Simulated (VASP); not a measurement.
AlNi:

```
CELL_PARAMETERS angstrom
2.88100 0.00000 0.00000
0.00000 2.88100 0.00000
0.00000 0.00000 2.88100
ATOMIC_POSITIONS crystal
Al 0.00000 0.00000 0.00000
Ni 0.50000 0.50000 0.50000
```

```yaml
Program: VASP 6.6.1
Task: relaxation of cell and atoms
Functional: PBE
Dispersion: D3(BJ)
Potentials_or_basis: VASP PAW PBE potentials, release 64 (Al, Ni)
Cutoff: 600 eV
k_mesh: 14 × 14 × 14
Occupations: gaussian, width 0.1 eV
Spin: no spin polarisation
```

At the start: pressure -4.0 GPa; volume 11.96 Å³/atom.

Problem. Where does the relaxation end?

Solution. Over 3 steps the energy falls by 3.9 meV/atom and the volume is 11.66 Å³/atom (-2.5 %); space group Pm-3m (No. 221, to 0.05 Å).

Step by step:
```tsv
step	energy change (eV)	largest force (eV/Å)	pressure (GPa)	volume (Å³)
1	0.0000	0.0000	-4.05	23.91
2	-0.0032	0.0000	3.40	22.88
3	-0.0078	0.0000	0.00	23.32
```

Final structure:
```xyz
2
Lattice="2.8569 0.0000 0.0000 0.0000 2.8569 0.0000 0.0000 0.0000 2.8569" Properties=species:S:1:pos:R:3 pbc="T T T"
Al    0.0000    0.0000    0.0000
Ni    1.4285    1.4285    1.4285
```

Caveat: pairwise dispersion overbinds metals, which lowers pressure and volume.
